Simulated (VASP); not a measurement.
# SnPb5O6 (P4mm) in VASP: single point with PBE

Aim: the single point of SnPb5O6 with PBE.

Program: VASP 6.6.1. These are calculated values, not measurements. Logs are shortened: lines on timing, memory, paths and dates and some standing lists are left out, and cuts for length are marked.

**1. The cell of the first run**

The structure is tetragonal, space group P4mm (No. 99). The conventional cell has a = 3.953 Å, b = 3.953 Å, c = 15.195 Å, α = 90.00°, β = 90.00°, γ = 90.00°. Within 3.1 Å of Sn (site symmetry 4mm) lie 4 O at 2.31 Å. Within 3.1 Å of Pb (site symmetry 4mm) lie 4 O at 2.31 Å. Within 3.1 Å of Pb (site symmetry 4mm) lie 4 O at 2.31 Å. Within 3.1 Å of Pb (site symmetry 4mm) lie 4 O at 2.31 Å. Pb (site symmetry 4mm) has 4 O at 2.31 Å within 3.1 Å. Within 3.1 Å of Pb (site symmetry 4mm) lie 4 O at 2.31 Å. O (site symmetry 2mm) has 4 Pb at 2.31 Å and 4 O at 2.79 Å within 3.1 Å. Within 3.1 Å of O (site symmetry 2mm) lie 4 Pb at 2.31 Å and 4 O at 2.79 Å.

**2. Single point, PBE**

The input, INCAR:

```
PREC = Accurate
ENCUT = 520
EDIFF = 1E-6
ISMEAR = 0
SIGMA = 0.1
LREAL = False
LASPH = True
NELM = 80
ALGO = Normal
ISIF = 2
LWAVE = False
LCHARG = True
GGA = PE
LELF = True
LVHAR = True
NBANDS = 72
```

The input, KPOINTS:

```
regular mesh
0
Gamma
  4 4 1
```

The input, POSCAR:

```
SnPb5O6
1.0
    3.9526956000      0.0000000000      0.0000000000
    0.0000000000      3.9526956000      0.0000000000
    0.0000000000      0.0000000000     15.1950901000
Sn Pb O
1 5 6
Direct
    0.5000000000      0.5000000000      0.5882087200
    0.0000000000      0.0000000000      0.0784579500
    0.0000000000      0.0000000000      0.4117912800
    0.0000000000      0.0000000000      0.7451246200
    0.5000000000      0.5000000000      0.2548753800
    0.5000000000      0.5000000000      0.9215420500
    0.5000000000      0.0000000000      0.0000000000
    0.5000000000      0.0000000000      0.3333333300
    0.5000000000      0.0000000000      0.6666666700
    0.0000000000      0.5000000000      0.0000000000
    0.0000000000      0.5000000000      0.3333333300
    0.0000000000      0.5000000000      0.6666666700
```

Potentials or basis: VASP PAW PBE potentials, release 64 (Sn_d, Pb_d, O).

Run with:

```
$ cat potpaw_PBE.64/Sn_d/POTCAR potpaw_PBE.64/Pb_d/POTCAR potpaw_PBE.64/O/POTCAR > POTCAR
$ mpirun -np 1 vasp_std > vasp.out
```

OUTCAR:

```text
PREC = Accurate
   ENCUT = 520
   EDIFF = 1E-6
   ISMEAR = 0
   LREAL = False
   LASPH = True
   NELM = 80
   ISIF = 2
   GGA = PE

 ion  position               nearest neighbor table
   1  0.500  0.500  0.588-   9 2.31  12 2.31   9 2.31  12 2.31   4 3.67   4 3.67   4 3.67   4 3.67
                             3 3.87   3 3.87   3 3.87   3 3.87
   2  0.000  0.000  0.078-   7 2.31  10 2.31  10 2.31   7 2.31   6 3.67   6 3.67   6 3.67   6 3.67
                             5 3.87   5 3.87   5 3.87   5 3.87
   3  0.000  0.000  0.412-   8 2.31  11 2.31  11 2.31   8 2.31   5 3.67   5 3.67   5 3.67   5 3.67
                             1 3.87   1 3.87   1 3.87   1 3.87
   4  0.000  0.000  0.745-   9 2.31  12 2.31  12 2.31   9 2.31   1 3.67   1 3.67   1 3.67   1 3.67
                             6 3.87   6 3.87   6 3.87   6 3.87
   5  0.500  0.500  0.255-   8 2.31  11 2.31   8 2.31  11 2.31   3 3.67   3 3.67   3 3.67   3 3.67
                             2 3.87   2 3.87   2 3.87   2 3.87
   6  0.500  0.500  0.922-   7 2.31  10 2.31   7 2.31  10 2.31   2 3.67   2 3.67   2 3.67   2 3.67
                             4 3.87   4 3.87   4 3.87   4 3.87
   7  0.500  0.000  0.000-   2 2.31   6 2.31   6 2.31   2 2.31
   8  0.500  0.000  0.333-   3 2.31   5 2.31   5 2.31   3 2.31
   9  0.500  0.000  0.667-   1 2.31   4 2.31   1 2.31   4 2.31
  10  0.000  0.500  0.000-   2 2.31   6 2.31   2 2.31   6 2.31
  11  0.000  0.500  0.333-   3 2.31   5 2.31   3 2.31   5 2.31
  12  0.000  0.500  0.667-   1 2.31   4 2.31   4 2.31   1 2.31

  LATTYP: Found a simple tetragonal cell.
 ALAT       =     3.9526956000
 C/A-ratio  =     3.8442348305

  Lattice vectors:

 A1 = (   3.9526956000,   0.0000000000,   0.0000000000)
 A2 = (   0.0000000000,   3.9526956000,   0.0000000000)
 A3 = (   0.0000000000,   0.0000000000,  15.1950901000)

Analysis of symmetry for initial positions (statically):
=====================================================================
 Subroutine PRICEL returns:
 Original cell was already a primitive cell.

 Routine SETGRP: Setting up the symmetry group for a
 simple tetragonal supercell.

 Subroutine GETGRP returns: Found  8 space group operations
 (whereof  8 operations were pure point group operations)
 out of a pool of 16 trial point group operations.

The static configuration has the point symmetry C_4v.

Analysis of symmetry for dynamics (positions and initial velocities):
=====================================================================
 Subroutine PRICEL returns:
 Original cell was already a primitive cell.

 Routine SETGRP: Setting up the symmetry group for a
 simple tetragonal supercell.

 Subroutine GETGRP returns: Found  8 space group operations
 (whereof  8 operations were pure point group operations)
 out of a pool of 16 trial point group operations.

The dynamic configuration has the point symmetry C_4v.

 Subroutine INISYM returns: Found  8 space group operations
 (whereof  8 operations are pure point group operations),
 and found     1 'primitive' translations

----------------------------------------------------------------------------------------

                                     Primitive cell

  volume of cell :     237.4051

  direct lattice vectors                    reciprocal lattice vectors
     3.952695600  0.000000000  0.000000000     0.252991908  0.000000000  0.000000000
     0.000000000  3.952695600  0.000000000     0.000000000  0.252991908  0.000000000
     0.000000000  0.000000000 15.195090100     0.000000000  0.000000000  0.065810732

  length of vectors
     3.952695600  3.952695600 15.195090100     0.252991908  0.252991908  0.065810732

  position of ions in fractional coordinates (direct lattice)
     0.500000000  0.500000000  0.588208720
     0.000000000  0.000000000  0.078457950
     0.000000000  0.000000000  0.411791280
     0.000000000  0.000000000  0.745124620
     0.500000000  0.500000000  0.254875380
     0.500000000  0.500000000  0.921542050
     0.500000000  0.000000000  0.000000000
     0.500000000  0.000000000  0.333333330
     0.500000000  0.000000000  0.666666670
     0.000000000  0.500000000  0.000000000
     0.000000000  0.500000000  0.333333330
     0.000000000  0.500000000  0.666666670

  ion indices of the primitive-cell ions
   primitive index   ion index
                 1           1
                 2           2
                 3           3
                 4           4
                 5           5
                 6           6
                 7           7
                 8           8
                 9           9
                10          10
                11          11
                12          12

----------------------------------------------------------------------------------------

 KPOINTS: regular mesh

Automatic generation of k-mesh.
 Grid dimensions read from file:
 generate k-points for:    4    4    1

 Generating k-lattice:

  Cartesian coordinates                     Fractional coordinates (reciprocal lattice)
     0.063247977  0.000000000  0.000000000     0.250000000  0.000000000  0.000000000
     0.000000000  0.063247977  0.000000000     0.000000000  0.250000000  0.000000000
     0.000000000  0.000000000  0.065810732     0.000000000  0.000000000  1.000000000

  Length of vectors
     0.063247977  0.063247977  0.065810732

  Shift w.r.t. Gamma in fractional coordinates (k-lattice)
     0.000000000  0.000000000  0.000000000

 Subroutine IBZKPT returns following result:
 ===========================================

 Found      6 irreducible k-points:

 Following reciprocal coordinates:
            Coordinates               Weight
  0.000000  0.000000  0.000000      1.000000
  0.250000  0.000000  0.000000      4.000000
  0.500000  0.000000  0.000000      2.000000
  0.250000  0.250000  0.000000      4.000000
  0.500000  0.250000  0.000000      4.000000
  0.500000  0.500000  0.000000      1.000000
   k-points           NKPTS =      6   k-points in BZ     NKDIM =      6   number of bands    NBANDS=     72
   number of dos      NEDOS =    301   number of ions     NIONS =     12
   total plane-waves  NPLWV = 108000
   dimension x,y,z NGX =    30 NGY =   30 NGZ =  120
   dimension x,y,z NGXF=    60 NGYF=   60 NGZF=  240
   ions per type =               1   5   6
   NGX,Y,Z   is equivalent  to a cutoff of  12.62, 12.62, 13.13 a.u.
   NGXF,Y,Z  is equivalent  to a cutoff of  25.24, 25.24, 26.26 a.u.
 SYSTEM =  unknown system
   PREC   = accura    normal or accurate (medium, high low for compatibility)
   ISTART =      0    job   : 0-new  1-cont  2-samecut
   ICHARG =      2    charge: 1-file 2-atom 10-const
   ISPIN  =      1    spin polarized calculation?
   LNONCOLLINEAR =      F non collinear calculations
   LSORBIT =      F    spin-orbit coupling
   LASPH  =      T    aspherical Exc in radial PAW
   ENCUT  =  520.0 eV  38.22 Ry    6.18 a.u.   7.35  7.35 28.25*2*pi/ulx,y,z
   NELM   =     80;   NELMIN=  2; NELMDL= -5     # of ELM steps
   EDIFF  = 0.1E-05   stopping-criterion for ELM
   LREAL  =      F    real-space projection
   EDIFFG = 0.1E-04   stopping-criterion for IOM
   NSW    =      0    number of steps for IOM
   IBRION =     -1    ionic relax: 0-MD 1-quasi-New 2-CG
   NFREE  =      0    steps in history (QN), initial steepest desc. (CG)
   ISIF   =      2    stress and relaxation
   ISYM   =      2    0-nonsym 1-usesym 2-fastsym
   POTIM  = 0.5000    time-step for ionic-motion
   TEBEG  =    0.0;   TEEND  =   0.0 temperature during run
   PSTRESS=    0.0 pullay stress
   NELECT =     120.0000    total number of electrons
   NUPDOWN=      -1.0000    fix difference up-down
   EMIN   =  10.00;   EMAX   =-10.00  energy-range for DOS
   EFERMI =   0.00;   METHOD = LEGACY
   ISMEAR =     0;   SIGMA  =   0.10  broadening in eV -4-tet -1-fermi 0-gaus
   EFERMI_NEDOS =   21; number of points for ismear=-14 and -15
   IALGO  =     38    algorithm
   IMIX   =      4    mixing-type and parameters
     AMIX     =   0.40;   BMIX     =  1.00
     AMIX_MAG =   1.60;   BMIX_MAG =  1.00
  volume/ion in A,a.u.               =      19.78       133.51
  Fermi-wavevector in a.u.,A,eV,Ry     =   1.304083  2.464360 23.138510  1.700633
  Thomas-Fermi vector in A             =   2.435042
   LORBIT       =      0    0 simple, 1 ext, 2 COOP (PROOUT), +10 PAW based schemes
   GGA     = PE    functional components
   LHFCALC =     F    Hartree Fock is set to
   AEXX    =    0.0000 exact exchange contribution
   IVDW    =     0    specifies the selected vdW correction
   LEPSILON=     F    determine dielectric tensor
   LRPA    =     F    only Hartree local field effects (RPA)
 non-spin polarized calculation
 Gauss-broadening in eV      SIGMA  =   0.10
  energy-cutoff  :      520.00
  volume of cell :      237.41
 maximum number of plane-waves:      6433
 NGX is ok and might be reduce to    30
   NGX = 15   NGY = 15   NGZ = 57

 number of electron     119.9999993 magnetization

 Free energy of the ion-electron system (eV)
  ---------------------------------------------------
  ext. energy  EPLUGINS =         0.00000000
  ---------------------------------------------------
  free energy    TOTEN  =       -64.80918584 eV

  energy without entropy =      -64.80918584  energy(sigma->0) =      -64.80918584

 E-fermi :   5.8191     XC(G=0):  -9.8119

 val. band max:        5.3085450773   @ k =   0.0000   0.0000   0.0000
 cond. band min:       6.3537508936   @ k =   0.5000   0.5000   0.0000
 fundamental gap:      1.0452058163
 Fermi energy:         5.8190855785

 k-point     1 :       0.0000    0.0000    0.0000
  band No.  band energies     occupation
      1     -15.7693      2.00000
      2     -15.5977      2.00000
      3     -15.5921      2.00000
      4     -15.5921      2.00000
      5     -15.5810      2.00000
      6     -13.4386      2.00000
[... 64 lines left out ...]
     71      10.7786      0.00000
     72      10.7786      0.00000
[... 373 lines left out ...]
     71      10.8343      0.00000
     72      10.8792      0.00000

------------------------ aborting loop because EDIFF is reached ----------------------------------------

  FORCE on cell =-STRESS in cart. coord.  units (eV):
  Direction    XX          YY          ZZ          XY          YZ          ZX
  --------------------------------------------------------------------------------------
  -------------------------------------------------------------------------------------
  Total        5.9307563      5.9307563      4.1311770      0.0000000      0.0000000      0.0000000
  in kB       40.0249352     40.0249352     27.8801025      0.0000000      0.0000000      0.0000000
  external PRESSURE =      35.9766576 kB  Pullay stress =       0.0000000 kB

 VOLUME and BASIS-vectors are now :
 -----------------------------------------------------------------------------
  energy-cutoff  :      520.00
  volume of cell :      237.41
      direct lattice vectors                 reciprocal lattice vectors
     3.952695600  0.000000000  0.000000000     0.252991908  0.000000000  0.000000000
     0.000000000  3.952695600  0.000000000     0.000000000  0.252991908  0.000000000
     0.000000000  0.000000000 15.195090100     0.000000000  0.000000000  0.065810732

 POSITION                                       TOTAL-FORCE (eV/Angst)
 -----------------------------------------------------------------------------------
      1.97635      1.97635      8.93788         0.000000     -0.000000      0.950234
      0.00000      0.00000      1.19218         0.000000      0.000000      0.545442
      0.00000      0.00000      6.25721         0.000000      0.000000      0.601818
      0.00000      0.00000     11.32224         0.000000     -0.000000      0.456324
      1.97635      1.97635      3.87285         0.000000      0.000000     -0.343794
      1.97635      1.97635     14.00291         0.000000     -0.000000     -0.357356
      1.97635      0.00000      0.00000         0.000000     -0.000000     -0.094914
      1.97635      0.00000      5.06503         0.000000     -0.000000     -0.093648
      1.97635      0.00000     10.13006         0.000000     -0.000000     -0.737772
      0.00000      1.97635      0.00000         0.000000     -0.000000     -0.094914
      0.00000      1.97635      5.06503         0.000000      0.000000     -0.093648
      0.00000      1.97635     10.13006         0.000000     -0.000000     -0.737772
 -----------------------------------------------------------------------------------
    total drift:                                0.000000      0.000000      0.000350

  FREE ENERGIE OF THE ION-ELECTRON SYSTEM (eV)
  ---------------------------------------------------
  free  energy   TOTEN  =       -64.8091858433 eV

  energy  without entropy=      -64.8091858433  energy(sigma->0) =      -64.80918584
```

Run time: 2.6 min. Hardware: 1 thread of Intel Xeon Platinum 8259CL at 2.50GHz (Skylake/Cascade Lake), shared host; peak memory 0.36 GiB.

What came out:

```yaml
Free_energy: -64.8092 eV
Pressure: 3.6 GPa
Largest_force: 0.950 eV/Å
Band_gap_on_the_k_mesh: 1.05 eV (least direct gap 1.86 eV)
```

Forces on the atoms (eV/Å):
```
Sn   0.000  0.000  0.950
Pb   0.000  0.000  0.545
Pb   0.000  0.000  0.602
Pb   0.000  0.000  0.456
Pb   0.000  0.000 -0.344
Pb   0.000  0.000 -0.357
O    0.000  0.000 -0.095
O    0.000  0.000 -0.094
O    0.000  0.000 -0.738
O    0.000  0.000 -0.095
O    0.000  0.000 -0.094
O    0.000  0.000 -0.738
```

Caveat: the cell stands under pressure; spin-orbit coupling is left out, which moves the levels of the heavy elements. A k mesh can miss the band edges.
